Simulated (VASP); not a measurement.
# Ca (Fm-3m) in VASP: notebook, part 2 of 3

VASP 6.6.1. Earlier steps stand in the parts before.

**3. Single point, PBEsol (strain -0.015 along x and y, -0.015 along z)**

Input file INCAR:

```
SYSTEM = Ca
PREC = Accurate
ENCUT = 520
EDIFF = 1E-6
ISMEAR = 0
SIGMA = 0.15
LREAL = .False.
LASPH = .True.
NELM = 100
ALGO = Fast
ISIF = 2
LWAVE = .False.
LCHARG = .True.
GGA = PS
LELF = .True.
LVHAR = .True.
NBANDS = 11
```

Input file KPOINTS:

```
Automatic mesh
0
Gamma
  14 14 14
  0 0 0
```

Input file POSCAR:

```
Ca
1.0
    0.0000000000      2.7522870000      2.7522870000
    2.7522870000      0.0000000000      2.7522870000
    2.7522870000      2.7522870000      0.0000000000
Ca
1
Direct
    0.0000000000      0.0000000000      0.0000000000
```

Potentials or basis: VASP PAW PBE potentials, release 64 (Ca_sv).

Launch:

```console
cat potpaw_PBE.64/Ca_sv/POTCAR > POTCAR
mpirun -np 1 vasp_std > vasp.out
```

OUTCAR:

```text
SYSTEM = Ca
   PREC = Accurate
   ENCUT = 520
   EDIFF = 1E-6
   ISMEAR = 0
   LREAL = .False.
   LASPH = .True.
   NELM = 100
   ISIF = 2
   GGA = PS

 ion  position               nearest neighbor table
   1  0.000  0.000  0.000-

  LATTYP: Found a face centered cubic cell.
 ALAT       =     5.5045740000

  Lattice vectors:

 A1 = (   0.0000000000,   2.7522870000,   2.7522870000)
 A2 = (   2.7522870000,   0.0000000000,   2.7522870000)
 A3 = (   2.7522870000,   2.7522870000,   0.0000000000)

Analysis of symmetry for initial positions (statically):
=====================================================================
 Subroutine PRICEL returns:
 Original cell was already a primitive cell.

 Routine SETGRP: Setting up the symmetry group for a
 face centered cubic supercell.

 Subroutine GETGRP returns: Found 48 space group operations
 (whereof 48 operations were pure point group operations)
 out of a pool of 48 trial point group operations.

The static configuration has the point symmetry O_h .

Analysis of symmetry for dynamics (positions and initial velocities):
=====================================================================
 Subroutine PRICEL returns:
 Original cell was already a primitive cell.

 Routine SETGRP: Setting up the symmetry group for a
 face centered cubic supercell.

 Subroutine GETGRP returns: Found 48 space group operations
 (whereof 48 operations were pure point group operations)
 out of a pool of 48 trial point group operations.

The dynamic configuration has the point symmetry O_h .

 Subroutine INISYM returns: Found 48 space group operations
 (whereof 48 operations are pure point group operations),
 and found     1 'primitive' translations

----------------------------------------------------------------------------------------

                                     Primitive cell

  volume of cell :      41.6976

  direct lattice vectors                    reciprocal lattice vectors
     0.000000000  2.752287000  2.752287000    -0.181667101  0.181667101  0.181667101
     2.752287000  0.000000000  2.752287000     0.181667101 -0.181667101  0.181667101
     2.752287000  2.752287000  0.000000000     0.181667101  0.181667101 -0.181667101

  length of vectors
     3.892321603  3.892321603  3.892321603     0.314656649  0.314656649  0.314656649

  position of ions in fractional coordinates (direct lattice)
     0.000000000  0.000000000  0.000000000

  ion indices of the primitive-cell ions
   primitive index   ion index
                 1           1

----------------------------------------------------------------------------------------

 KPOINTS: Automatic mesh

Automatic generation of k-mesh.
 Grid dimensions read from file:
 generate k-points for:   14   14   14

 Generating k-lattice:

  Cartesian coordinates                     Fractional coordinates (reciprocal lattice)
    -0.012976221  0.012976221  0.012976221     0.071428571  0.000000000  0.000000000
     0.012976221 -0.012976221  0.012976221     0.000000000  0.071428571  0.000000000
     0.012976221  0.012976221 -0.012976221     0.000000000  0.000000000  0.071428571

  Length of vectors
     0.022475475  0.022475475  0.022475475

  Shift w.r.t. Gamma in fractional coordinates (k-lattice)
     0.000000000  0.000000000  0.000000000

 Subroutine IBZKPT returns following result:
 ===========================================

 Found    104 irreducible k-points:

 Following reciprocal coordinates:
            Coordinates               Weight
  0.000000  0.000000  0.000000      1.000000
  0.071429  0.000000  0.000000      8.000000
  0.142857  0.000000  0.000000      8.000000
  0.214286  0.000000  0.000000      8.000000
  0.285714  0.000000  0.000000      8.000000
  0.357143  0.000000  0.000000      8.000000
[... 16 lines left out ...]
  0.214286  0.142857  0.000000     24.000000
  0.285714  0.142857  0.000000     24.000000
 [... further k-points ...]
   k-points           NKPTS =    104   k-points in BZ     NKDIM =    104   number of bands    NBANDS=     11
   number of dos      NEDOS =    301   number of ions     NIONS =      1
   total plane-waves  NPLWV =  27000
   dimension x,y,z NGX =    30 NGY =   30 NGZ =   30
   dimension x,y,z NGXF=    60 NGYF=   60 NGZF=   60
   ions per type =               1
   NGX,Y,Z   is equivalent  to a cutoff of  12.81, 12.81, 12.81 a.u.
   NGXF,Y,Z  is equivalent  to a cutoff of  25.63, 25.63, 25.63 a.u.
 SYSTEM =  Ca
   PREC   = accura    normal or accurate (medium, high low for compatibility)
   ISTART =      0    job   : 0-new  1-cont  2-samecut
   ICHARG =      2    charge: 1-file 2-atom 10-const
   ISPIN  =      1    spin polarized calculation?
   LNONCOLLINEAR =      F non collinear calculations
   LSORBIT =      F    spin-orbit coupling
   LASPH  =      T    aspherical Exc in radial PAW
   ENCUT  =  520.0 eV  38.22 Ry    6.18 a.u.   7.24  7.24  7.24*2*pi/ulx,y,z
   NELM   =    100;   NELMIN=  2; NELMDL= -5     # of ELM steps
   EDIFF  = 0.1E-05   stopping-criterion for ELM
   LREAL  =      F    real-space projection
   EDIFFG = 0.1E-04   stopping-criterion for IOM
   NSW    =      0    number of steps for IOM
   IBRION =     -1    ionic relax: 0-MD 1-quasi-New 2-CG
   NFREE  =      0    steps in history (QN), initial steepest desc. (CG)
   ISIF   =      2    stress and relaxation
   ISYM   =      2    0-nonsym 1-usesym 2-fastsym
   POTIM  = 0.5000    time-step for ionic-motion
   TEBEG  =    0.0;   TEEND  =   0.0 temperature during run
   PSTRESS=    0.0 pullay stress
   NELECT =      10.0000    total number of electrons
   NUPDOWN=      -1.0000    fix difference up-down
   EMIN   =  10.00;   EMAX   =-10.00  energy-range for DOS
   EFERMI =   0.00;   METHOD = LEGACY
   ISMEAR =     0;   SIGMA  =   0.15  broadening in eV -4-tet -1-fermi 0-gaus
   EFERMI_NEDOS =   21; number of points for ismear=-14 and -15
   IALGO  =     68    algorithm
   IMIX   =      4    mixing-type and parameters
     AMIX     =   0.40;   BMIX     =  1.00
     AMIX_MAG =   1.60;   BMIX_MAG =  1.00
  volume/ion in A,a.u.               =      41.70       281.39
  Fermi-wavevector in a.u.,A,eV,Ry     =   1.017117  1.922073 14.075607  1.034528
  Thomas-Fermi vector in A             =   2.150500
   LORBIT       =      0    0 simple, 1 ext, 2 COOP (PROOUT), +10 PAW based schemes
   GGA     = PS    functional components
   LHFCALC =     F    Hartree Fock is set to
   AEXX    =    0.0000 exact exchange contribution
   IVDW    =     0    specifies the selected vdW correction
   LEPSILON=     F    determine dielectric tensor
   LRPA    =     F    only Hartree local field effects (RPA)
 non-spin polarized calculation
 RMM-DIIS sequential band-by-band and
 Gauss-broadening in eV      SIGMA  =   0.15
  energy-cutoff  :      520.00
  volume of cell :       41.70
 maximum number of plane-waves:      1158
 NGX is ok and might be reduce to    30
   NGX = 15   NGY = 15   NGZ = 15

 number of electron      10.0000002 magnetization

 Free energy of the ion-electron system (eV)
  ---------------------------------------------------
  ext. energy  EPLUGINS =         0.00000000
  ---------------------------------------------------
  free energy    TOTEN  =        -2.14024852 eV

  energy without entropy =       -2.12544067  energy(sigma->0) =       -2.13284459

 E-fermi :   1.9341     XC(G=0):  -7.8484

 val. band max:        1.9194969475   @ k =  -0.4286   0.2143   0.0714
 cond. band min:       1.9568872658   @ k =  -0.3571   0.3571   0.0000
 fundamental gap:      0.0373903183
 Fermi energy:         1.9340542577

 k-point     1 :       0.0000    0.0000    0.0000
  band No.  band energies     occupation
      1     -39.8785      2.00000
      2     -20.8686      2.00000
      3     -20.8686      2.00000
      4     -20.8686      2.00000
      5      -2.1181      2.00000
      6       4.2787      0.00000
      7       4.2787      0.00000
      8       4.2787      0.00000
      9       5.3728      0.00000
     10       5.3728      0.00000
     11      11.1172      0.00000
[... 309 lines left out ...]
 k-point    24 :       0.2857    0.1429    0.0000
  band No.  band energies     occupation
      1     -39.8697      2.00000
      2     -20.9419      2.00000
      3     -20.8889      2.00000
      4     -20.8873      2.00000
      5      -0.8912      2.00000
      6       3.3061      0.00000
      7       4.2501      0.00000
      8       4.5986      0.00000
      9       5.0404      0.00000
     10       5.6793      0.00000
     11       9.7335      0.00000

 [... further k-points ...]

------------------------ aborting loop because EDIFF is reached ----------------------------------------

  FORCE on cell =-STRESS in cart. coord.  units (eV):
  Direction    XX          YY          ZZ          XY          YZ          ZX
  --------------------------------------------------------------------------------------
  -------------------------------------------------------------------------------------
  Total       -0.1148477     -0.1148477     -0.1148477      0.0000000      0.0000000     -0.0000000
  in kB       -4.4128771     -4.4128771     -4.4128771      0.0000000      0.0000000     -0.0000000
  external PRESSURE =      -4.4128771 kB  Pullay stress =       0.0000000 kB

 VOLUME and BASIS-vectors are now :
 -----------------------------------------------------------------------------
  energy-cutoff  :      520.00
  volume of cell :       41.70
      direct lattice vectors                 reciprocal lattice vectors
     0.000000000  2.752287000  2.752287000    -0.181667101  0.181667101  0.181667101
     2.752287000  0.000000000  2.752287000     0.181667101 -0.181667101  0.181667101
     2.752287000  2.752287000  0.000000000     0.181667101  0.181667101 -0.181667101

 POSITION                                       TOTAL-FORCE (eV/Angst)
 -----------------------------------------------------------------------------------
      0.00000      0.00000      0.00000        -0.000000     -0.000000      0.000000
 -----------------------------------------------------------------------------------
    total drift:                               -0.000000     -0.000000      0.000000

  FREE ENERGIE OF THE ION-ELECTRON SYSTEM (eV)
  ---------------------------------------------------
  free  energy   TOTEN  =        -2.1402485150 eV

  energy  without entropy=       -2.1254406660  energy(sigma->0) =       -2.13284459
```

stdout:

```text
POSCAR found type information on POSCAR Ca
 POSCAR found :  1 types and       1 ions
 scaLAPACK will be used
 -----------------------------------------------------------------------------
|                                                                             |
|                                                                             |
|     You enforced a specific xc type in the INCAR file but a different       |
|     I HOPE YOU KNOW WHAT YOU ARE DOING!                                     |
|                                                                             |
 -----------------------------------------------------------------------------

 LDA part: xc-table for (Slater+PW92), standard interpolation
 POSCAR, INCAR and KPOINTS ok, starting setup
 FFT: planning ... GRIDC
 FFT: planning ... GRID_SOFT
 FFT: planning ... GRID
 WAVECAR not read
 entering main loop
```

It took 30 s on 1 thread of Intel Xeon 6975P-C (Granite Rapids), shared host; peak memory 0.19 GiB.

Results:

```yaml
Free_energy: -2.1402 eV
Pressure: -0.4 GPa
Band_gap_on_the_k_mesh: zero (band 5 reaches 2.08 eV, above the bottom of band 6 at 1.79 eV)
```

Levels at points of the mesh, in eV from the Fermi level:
```csv
k point,band 3,band 4,band 5,band 6,band 7,band 8
"(0.00, 0.00, 0.00)",-22.80,-22.80,-4.05,2.34,2.34,2.34
"(0.50, 0.00, 0.00)",-22.82,-22.82,-1.00,-0.14,2.23,2.23
"(0.50, 0.50, 0.00)",-22.86,-22.86,-0.47,0.56,0.99,4.13
```

Caveat: the cell differs from its parent crystal (strain -0.015 along x and y, -0.015 along z); the PAW data sets were made with another functional, which shifts forces and pressure a little.

(Continued in part 3 of 3.)
